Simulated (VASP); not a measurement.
# H3CCl in VASP: a series of runs

The runs below take H3CCl through single point, with PBE+D3(BJ).

Everything below comes from runs of VASP 6.6.1. Logs are shortened: lines on timing, memory, paths and dates and some standing lists are left out, and cuts for length are marked.

### 1 The cell of the first run

The cell holds an amorphous packing of atoms, 40 atoms: a = 8.382 Å, b = 8.382 Å, c = 8.382 Å, α = 90.00°, β = 90.00°, γ = 90.00°.

### 2 Single point, PBE+D3(BJ)

INCAR

```
PREC     = Accurate       # precision mode
ENCUT    = 520            # plane-wave cutoff, eV
EDIFF    = 1E-6           # SCF threshold, eV
ISMEAR   = -1             # smearing method
SIGMA    = 0.02           # smearing width, eV
LREAL    = Auto         
LASPH    = True           # aspherical terms in the spheres
NELM     = 100            # most SCF steps
ALGO     = Normal         # electronic algorithm
ISIF     = 2              # what is computed and relaxed
LWAVE    = False          # write WAVECAR
LCHARG   = False          # write CHGCAR
GGA      = PE             # functional
IVDW     = 12             # dispersion correction
NBANDS   = 82             # bands
```

KPOINTS

```
Automatic mesh
0
Gamma
  1 1 1
```

POSCAR

```
H3CCl
1.0
    8.3815160000      0.0000000000      0.0000000000
    0.0000000000      8.3815160000      0.0000000000
    0.0000000000      0.0000000000      8.3815160000
C Cl H
8 8 24
Direct
    0.3715437637      0.9569509860      0.1414541236
    0.6612646209      0.4434877891      0.4741624308
    0.0115492233      0.8369488288      0.6597613129
    0.7766136818      0.8648793369      0.1705419401
    0.0005249647      0.3895238045      0.9817197748
    0.5396517766      0.8957806678      0.7478241406
    0.0336216026      0.3036920767      0.4153425228
    0.3960620012      0.4002617188      0.1117816872
    0.4173827265      0.8229776093      0.2989554634
    0.4549892883      0.3954773814      0.5181401551
    0.0415915212      0.9702182755      0.8241468489
    0.9662094542      0.8012750915      0.2459936842
   -0.1885577740      0.4795433189      1.0039591883
    0.6300650145      1.0921771193      0.7680949365
    0.0456838596      0.3955012435      0.6060956037
    0.3823413330      0.4781473900     -0.0876571732
    0.3209443256      1.0617649599      0.2033522337
    0.4849242070      0.9840343919      0.0796514616
    0.2846382444      0.9024978297      0.0627332812
    0.6847209980      0.5674868365      0.5177345005
    0.7319797516      0.3672008739      0.5441139765
    0.6947430513      0.4343844240      0.3464289754
    0.1279243516      0.7928637254      0.6122520079
   -0.0796633926      0.7476451754      0.7066024810
   -0.0478433734      0.9179246332      0.5744306877
    0.7368833991      0.9699915862      0.2333826005
    0.7977554419      0.8937643262      0.0458151008
    0.6899706449      0.7756472695      0.1961578311
    0.0081608148      0.2904247871      1.0664299871
   -0.0032571673      0.3341996842      0.8648316128
    0.1025470810      0.4668845111      0.9831395657
    0.4213318927      0.9178530471      0.7942119302
    0.5373490905      0.8575298311      0.6191123420
    0.5974575483      0.8117147304      0.8264137419
    0.1180574015      0.3578230955      0.3328514794
    0.0645229336      0.1729758674      0.4294569145
   -0.0898047561      0.3054578670      0.3785592010
    0.2929064384      0.3247622506      0.1355124777
    0.5073067927      0.3216124625      0.1147047861
    0.4000827535      0.4973086015      0.2032329235
```

Potentials or basis: VASP PAW PBE potentials, release 64 (C, Cl, H).

Command:

```bash
cat potpaw_PBE.64/C/POTCAR potpaw_PBE.64/Cl/POTCAR potpaw_PBE.64/H/POTCAR > POTCAR
mpirun -np 1 vasp_gam > vasp.out
```

OUTCAR:

```text
PREC = Accurate
   ENCUT = 520
   EDIFF = 1E-6
   ISMEAR = -1
   LREAL = Auto
   LASPH = True
   NELM = 100
   ISIF = 2
   GGA = PE
   IVDW = 12
 IVDW          = 12

 ion  position               nearest neighbor table
   1  0.372  0.957  0.141-  19 1.08  17 1.10  18 1.11   9 1.78
   2  0.661  0.443  0.474-  21 1.05  22 1.11  20 1.12  10 1.81
   3  0.012  0.837  0.660-  25 1.10  23 1.12  24 1.14  11 1.79
   4  0.777  0.865  0.171-  28 1.06  26 1.08  27 1.09  12 1.79
   5  0.001  0.390  0.982-  31 1.07  30 1.08  29 1.09  13 1.77
   6  0.540  0.896  0.748-  34 1.08  32 1.08  33 1.13  14 1.82
   7  0.034  0.304  0.415-  37 1.08  35 1.09  36 1.13  15 1.78
   8  0.396  0.400  0.112-  38 1.09  40 1.12  39 1.14  16 1.80
   9  0.417  0.823  0.299-   1 1.78
  10  0.455  0.395  0.518-   2 1.81
  11  0.042  0.970  0.824-   3 1.79
  12  0.966  0.801  0.246-   4 1.79
  13  0.811  0.480  0.004-   5 1.77
  14  0.630  0.092  0.768-   6 1.82
[... 24 lines left out ...]
  39  0.507  0.322  0.115-   8 1.14
  40  0.400  0.497  0.203-   8 1.12

  LATTYP: Found a simple cubic cell.
 ALAT       =     8.3815160000

  Lattice vectors:

 A1 = (   8.3815160000,   0.0000000000,   0.0000000000)
 A2 = (   0.0000000000,   8.3815160000,   0.0000000000)
 A3 = (   0.0000000000,   0.0000000000,   8.3815160000)

Analysis of symmetry for initial positions (statically):
=====================================================================
 Subroutine PRICEL returns:
 Original cell was already a primitive cell.

 Routine SETGRP: Setting up the symmetry group for a
 simple cubic supercell.

 Subroutine GETGRP returns: Found  1 space group operations
 (whereof  1 operations were pure point group operations)
 out of a pool of 48 trial point group operations.

The static configuration has the point symmetry C_1 .

Analysis of symmetry for dynamics (positions and initial velocities):
=====================================================================
 Subroutine PRICEL returns:
 Original cell was already a primitive cell.

 Routine SETGRP: Setting up the symmetry group for a
 simple cubic supercell.

 Subroutine GETGRP returns: Found  1 space group operations
 (whereof  1 operations were pure point group operations)
 out of a pool of 48 trial point group operations.

The dynamic configuration has the point symmetry C_1 .

 Subroutine INISYM returns: Found  1 space group operations
 (whereof  1 operations are pure point group operations),
 and found     1 'primitive' translations

----------------------------------------------------------------------------------------

                                     Primitive cell

  volume of cell :     588.7999

  direct lattice vectors                    reciprocal lattice vectors
     8.381516000  0.000000000  0.000000000     0.119310158  0.000000000  0.000000000
     0.000000000  8.381516000  0.000000000     0.000000000  0.119310158  0.000000000
     0.000000000  0.000000000  8.381516000     0.000000000  0.000000000  0.119310158

  length of vectors
     8.381516000  8.381516000  8.381516000     0.119310158  0.119310158  0.119310158

  position of ions in fractional coordinates (direct lattice)
     0.371543764  0.956950986  0.141454124
     0.661264621  0.443487789  0.474162431
     0.011549223  0.836948829  0.659761313
     0.776613682  0.864879337  0.170541940
     0.000524965  0.389523805  0.981719775
     0.539651777  0.895780668  0.747824141
[... 32 lines left out ...]
     0.507306793  0.321612462  0.114704786
     0.400082754  0.497308602  0.203232924

  ion indices of the primitive-cell ions
   primitive index   ion index
                 1           1
                 2           2
                 3           3
                 4           4
                 5           5
                 6           6
[... 32 lines left out ...]
                39          39
                40          40

----------------------------------------------------------------------------------------

 KPOINTS: Automatic mesh

Automatic generation of k-mesh.
 Grid dimensions read from file:
 generate k-points for:    1    1    1

 Generating k-lattice:

  Cartesian coordinates                     Fractional coordinates (reciprocal lattice)
     0.119310158  0.000000000  0.000000000     1.000000000  0.000000000  0.000000000
     0.000000000  0.119310158  0.000000000     0.000000000  1.000000000  0.000000000
     0.000000000  0.000000000  0.119310158     0.000000000  0.000000000  1.000000000

  Length of vectors
     0.119310158  0.119310158  0.119310158

  Shift w.r.t. Gamma in fractional coordinates (k-lattice)
     0.000000000  0.000000000  0.000000000

 Subroutine IBZKPT returns following result:
 ===========================================

 Found      1 irreducible k-points:

 Following reciprocal coordinates:
            Coordinates               Weight
  0.000000  0.000000  0.000000      1.000000
   k-points           NKPTS =      1   k-points in BZ     NKDIM =      1   number of bands    NBANDS=     82
   number of dos      NEDOS =    301   number of ions     NIONS =     40
   total plane-waves  NPLWV = 262144
   dimension x,y,z NGX =    64 NGY =   64 NGZ =   64
   dimension x,y,z NGXF=   128 NGYF=  128 NGZF=  128
   ions per type =               8   8  24
   NGX,Y,Z   is equivalent  to a cutoff of  12.69, 12.69, 12.69 a.u.
   NGXF,Y,Z  is equivalent  to a cutoff of  25.39, 25.39, 25.39 a.u.
 SYSTEM =  unknown system
   PREC   = accura    normal or accurate (medium, high low for compatibility)
   ISTART =      0    job   : 0-new  1-cont  2-samecut
   ICHARG =      2    charge: 1-file 2-atom 10-const
   ISPIN  =      1    spin polarized calculation?
   LNONCOLLINEAR =      F non collinear calculations
   LSORBIT =      F    spin-orbit coupling
   LASPH  =      T    aspherical Exc in radial PAW
   ENCUT  =  520.0 eV  38.22 Ry    6.18 a.u.  15.58 15.58 15.58*2*pi/ulx,y,z
   NELM   =    100;   NELMIN=  2; NELMDL= -5     # of ELM steps
   EDIFF  = 0.1E-05   stopping-criterion for ELM
   LREAL  =      T    real-space projection
   EDIFFG = 0.1E-04   stopping-criterion for IOM
   NSW    =      0    number of steps for IOM
   IBRION =     -1    ionic relax: 0-MD 1-quasi-New 2-CG
   NFREE  =      0    steps in history (QN), initial steepest desc. (CG)
   ISIF   =      2    stress and relaxation
   ISYM   =      2    0-nonsym 1-usesym 2-fastsym
   POTIM  = 0.5000    time-step for ionic-motion
   TEBEG  =    0.0;   TEEND  =   0.0 temperature during run
   PSTRESS=    0.0 pullay stress
   NELECT =     112.0000    total number of electrons
   NUPDOWN=      -1.0000    fix difference up-down
   EMIN   =  10.00;   EMAX   =-10.00  energy-range for DOS
   EFERMI =   0.00;   METHOD = LEGACY
   ISMEAR =    -1;   SIGMA  =   0.02  broadening in eV -4-tet -1-fermi 0-gaus
   EFERMI_NEDOS =   21; number of points for ismear=-14 and -15
   IALGO  =     38    algorithm
   IMIX   =      4    mixing-type and parameters
     AMIX     =   0.40;   BMIX     =  1.00
     AMIX_MAG =   1.60;   BMIX_MAG =  1.00
  volume/ion in A,a.u.               =      14.72        99.34
  Fermi-wavevector in a.u.,A,eV,Ry     =   0.941510  1.779196 12.060763  0.886441
  Thomas-Fermi vector in A             =   2.069028
   LORBIT       =      0    0 simple, 1 ext, 2 COOP (PROOUT), +10 PAW based schemes
   GGA     = PE    functional components
   LHFCALC =     F    Hartree Fock is set to
   AEXX    =    0.0000 exact exchange contribution
   IVDW    =    12    specifies the selected vdW correction
   LEPSILON=     F    determine dielectric tensor
   LRPA    =     F    only Hartree local field effects (RPA)
 non-spin polarized calculation
  energy-cutoff  :      520.00
  volume of cell :      588.80
 maximum number of plane-waves:      7896
 NGX is ok and might be reduce to    64
   NGX = 31   NGY = 31   NGZ = 31

 number of electron     112.0000007 magnetization

 Free energy of the ion-electron system (eV)
  ---------------------------------------------------
  ext. energy  EPLUGINS =         0.00000000
  ---------------------------------------------------
  free energy    TOTEN  =      -179.00508506 eV

  energy without entropy =     -179.00508506  energy(sigma->0) =     -179.00508506

 E-fermi :  -2.0636     XC(G=0):  -6.7145

 val. band max:       -2.5903607571   @ k =   0.0000   0.0000   0.0000
 cond. band min:       2.9110547569   @ k =   0.0000   0.0000   0.0000
 fundamental gap:      5.5014155140
 Fermi energy:        -2.0636259703

 k-point     1 :       0.0000    0.0000    0.0000
  band No.  band energies     occupation
      1     -17.6127      2.00000
      2     -17.5129      2.00000
      3     -17.3039      2.00000
      4     -17.1884      2.00000
      5     -17.1340      2.00000
      6     -17.1074      2.00000
[... 60 lines left out ...]
     67       4.8366      0.00000
     68       4.8794      0.00000
 [bands above 68 left out]

------------------------ aborting loop because EDIFF is reached ----------------------------------------

 Edisp (eV)   -2.16340

 E8    (eV) :    -0.5707

  FORCE on cell =-STRESS in cart. coord.  units (eV):
  Direction    XX          YY          ZZ          XY          YZ          ZX
  --------------------------------------------------------------------------------------
  -------------------------------------------------------------------------------------
  Total      -0.81534    -1.97170    -0.35140    -0.07699    -0.96253     3.35205
  in kB      -2.21861    -5.36518    -0.95619    -0.20949    -2.61914     9.12122
  external pressure =       -2.85 kB  Pullay stress =        0.00 kB

 VOLUME and BASIS-vectors are now :
 -----------------------------------------------------------------------------
  energy-cutoff  :      520.00
  volume of cell :      588.80
      direct lattice vectors                 reciprocal lattice vectors
     8.381516000  0.000000000  0.000000000     0.119310158  0.000000000  0.000000000
     0.000000000  8.381516000  0.000000000     0.000000000  0.119310158  0.000000000
     0.000000000  0.000000000  8.381516000     0.000000000  0.000000000  0.119310158

 POSITION                                       TOTAL-FORCE (eV/Angst)
 -----------------------------------------------------------------------------------
      3.11410      8.02070      1.18560         0.385574      0.553551      0.423171
      5.54240      3.71710      3.97420        -0.634152      1.659596     -0.423802
      0.09680      7.01490      5.52980        -1.067579      0.187063      0.209778
      6.50920      7.24900      1.42940         0.984204      0.486947     -0.116972
      0.00440      3.26480      8.22830        -0.561279     -1.310190     -0.212478
      4.52310      7.50800      6.26790        -0.164086      0.745661     -0.751081
[... 32 lines left out ...]
      4.25200      2.69560      0.96140        -1.008117      0.917823      0.079067
      3.35330      4.16820      1.70340         0.126665     -0.391735     -0.634480
 -----------------------------------------------------------------------------------
    total drift:                                0.007324     -0.001001      0.001712

  FREE ENERGIE OF THE ION-ELECTRON SYSTEM (eV)
  ---------------------------------------------------
  free  energy   TOTEN  =      -181.1684838165 eV

  energy  without entropy=     -181.1684838165  energy(sigma->0) =     -181.16848382
```

Run time: 56 s. Hardware: 1 thread of AMD EPYC 9R14 (Zen 4), shared host; peak memory 0.5 GiB.

Results:

| Item | Value |
| --- | --- |
| Free energy | -181.1685 eV |
| Pressure | -0.3 GPa |
| Largest force | 1.863 eV/Å |
| Band gap on the k mesh | 5.50 eV |
| Dispersion energy per atom | -0.054 eV |

Forces on the atoms (eV/Å):
```
C    0.386  0.554  0.423
C   -0.634  1.660 -0.424
C   -1.068  0.187  0.210
C    0.984  0.487 -0.117
C   -0.561 -1.310 -0.212
C   -0.164  0.746 -0.751
C    0.448 -1.767  0.387
C    1.221 -0.412  0.346
Cl  -0.300 -0.555  0.322
Cl   0.362  0.211 -0.449
Cl   0.577  0.025  0.401
Cl   0.061  0.117  0.180
Cl  -0.277  0.460  0.129
Cl   0.141 -0.598 -0.127
Cl   0.157  0.143 -0.330
Cl   0.221  0.002  0.332
H    0.171 -0.079 -0.507
H   -0.444  0.122  0.094
H   -0.212 -0.145 -0.196
H   -0.242 -0.581 -0.357
H    0.762 -1.109  0.888
H   -0.593  0.014  0.349
H   -0.796 -0.049  0.423
H    1.239  0.408 -0.775
H    0.174 -0.625 -0.198
H    0.149  0.610  0.368
H   -0.292 -0.143 -0.259
H   -0.471 -0.937 -0.226
H    0.153  0.125  0.273
H    0.096 -0.232 -0.251
H    0.224  0.841  0.382
H   -0.635 -0.259 -0.175
H    0.085  0.338  0.945
H    0.497 -0.325  0.096
H   -0.101  0.316 -0.105
H   -0.021  0.955 -0.002
H   -0.225  0.327 -0.419
H   -0.190 -0.048 -0.114
H   -1.008  0.918  0.079
H    0.127 -0.392 -0.634
```

Stress tensor (GPa, compression positive):
```
-0.22 -0.02  0.91
-0.02 -0.54 -0.26
 0.91 -0.26 -0.10
```

Caveat: the k points lie up to 0.75 Å⁻¹ apart.

### 3 Single point, PBE+D3(BJ)

This run uses another cell than the first one, of 15.10 Å³/atom, 1.026 times its volume.

INCAR

```
PREC = Accurate
ENCUT = 520
EDIFF = 1E-6
ISMEAR = -1
SIGMA = 0.02
LREAL = Auto
LASPH = T
NELM = 100
ALGO = Normal
ISIF = 2
LWAVE = F
LCHARG = F
GGA = PE
IVDW = 12
NBANDS = 82
```

KPOINTS is that of step 2.

POSCAR

```
H3CCl
1.0
    8.5528490000      0.0254060000      0.0536770000
    0.0254060000      8.2491840000     -0.0742130000
    0.0536770000     -0.0742130000      8.5628980000
C Cl H
8 8 24
Direct
    0.3826441126      0.9293171233      0.1284060868
    0.6449529497      0.4465893225      0.4633038481
    0.0112216987      0.8799700500      0.6551406860
    0.8251956940      0.8977355532      0.1866342002
   -0.0226290364      0.3887020335      0.9998205517
    0.5432822442      0.8852009378      0.7396014359
    0.0479741025      0.2789446264      0.3986414660
    0.3981042308      0.3825922688      0.0941648819
    0.4121944352      0.8310724960      0.3064442695
    0.4502138112      0.3833142362      0.5169956214
    0.0501964214      0.9937791687      0.8333109819
    0.9845302561      0.7828612206      0.2584349188
   -0.2042844350      0.4849739683      1.0058810404
    0.6000176199      1.0975124065      0.7630176772
    0.0706760319      0.3798134778      0.5881295585
    0.3616966301      0.4906120720     -0.0857192269
    0.3121004365      1.0388363096      0.1520095818
    0.4935802528      0.9510939610      0.0618353306
    0.3078092039      0.8507217982      0.0603781970
    0.6550378875      0.5798743724      0.4774404352
    0.7356240125      0.3829665193      0.5288904532
    0.6538837613      0.4217428668      0.3375025937
    0.1221263518      0.8203005309      0.6321366420
   -0.0732954506      0.7965477714      0.6846103363
   -0.0155325762      0.9499715199      0.5591371027
    0.8624835409      1.0290514624      0.1744588651
    0.7978958737      0.8433255106      0.0743623315
    0.7318129528      0.8890315051      0.2799631820
    0.0056621039      0.3415040872      1.1140083787
   -0.0133225906      0.2971617446      0.9109379069
    0.0595370812      0.4941557360      0.9768395008
    0.4162834469      0.8709261738      0.7519754641
    0.5895842408      0.8591974751      0.6286909536
    0.5956338303      0.8089821132      0.8324010344
    0.1205726274      0.3509866735      0.3249689296
    0.1021964734      0.1575749341      0.4010217696
   -0.0763085109      0.2656578206      0.3708453932
    0.3033609482      0.2974998130      0.1069608499
    0.5100116749      0.3196605009      0.0861795934
    0.3937543489      0.4697896934      0.1871012536
```

Potentials or basis: VASP PAW PBE potentials, release 64 (C, Cl, H).

Command:

```bash
cat potpaw_PBE.64/C/POTCAR potpaw_PBE.64/Cl/POTCAR potpaw_PBE.64/H/POTCAR > POTCAR
mpirun -np 1 vasp_gam > vasp.out
```

Wall time 57 s (1 thread of AMD EPYC 9R14 (Zen 4), shared host); peak memory 0.5 GiB.

The run converged. Its results:

```
Free energy                : -181.0234 eV
Pressure                   : 0.1 GPa
Largest force              : 2.822 eV/Å
Band gap on the k mesh     : 5.24 eV
Dispersion energy per atom : -0.052 eV
```

Forces in eV/Å, atoms in the order of the input:
```
C   -0.099  0.286 -0.636
C   -0.273  0.414 -0.520
C    2.328  0.228  1.579
C   -0.026  1.130  1.092
C    1.665  2.075  0.404
C   -0.136  0.563  2.176
C    0.273 -0.590  1.133
C   -0.282  0.017 -1.088
Cl   0.318 -0.227  0.452
Cl   0.371  0.285  0.023
Cl  -0.177  0.077 -0.348
Cl   0.507 -0.007  0.118
Cl  -1.302  0.086 -0.053
Cl  -0.263 -0.661  0.414
Cl  -0.432 -0.406 -0.407
Cl   0.456 -0.279  0.463
H    0.436  0.153 -0.006
H   -0.566  0.062  0.652
H   -0.127 -0.362 -0.394
H   -0.096 -0.419  0.254
H   -0.284  0.006  0.097
H    0.294 -0.120  0.029
H    0.261 -0.456 -0.304
H   -1.684 -1.511  0.342
H   -0.664  1.463 -1.224
H   -0.346 -1.178  0.013
H   -0.408  0.021 -0.230
H    0.308  0.089 -1.009
H   -0.112 -0.171  0.170
H   -0.097 -0.609 -0.789
H   -0.362 -1.321  0.111
H    0.056  0.326 -0.319
H    0.351 -0.903 -1.659
H    0.029  0.517 -0.552
H   -0.046  0.526 -0.854
H   -0.076  0.099  0.281
H    0.230  0.416 -0.070
H   -0.286 -0.335  0.016
H    0.180  0.005 -0.186
H    0.083  0.711  0.835
```

Stress tensor (GPa, compression positive):
```
 0.26 -0.53  0.03
-0.53 -0.39  0.17
 0.03  0.17  0.57
```

Levels at points of the mesh, in eV from the valence-band top:
```tsv
k point	band 54	band 55	band 56	band 57	band 58	band 59
(0.00, 0.00, 0.00)	-0.26	-0.04	0.00	5.24	5.44	5.77
```

Caveat: the k points lie up to 0.76 Å⁻¹ apart.

(Part 1 of 2 ends here.)
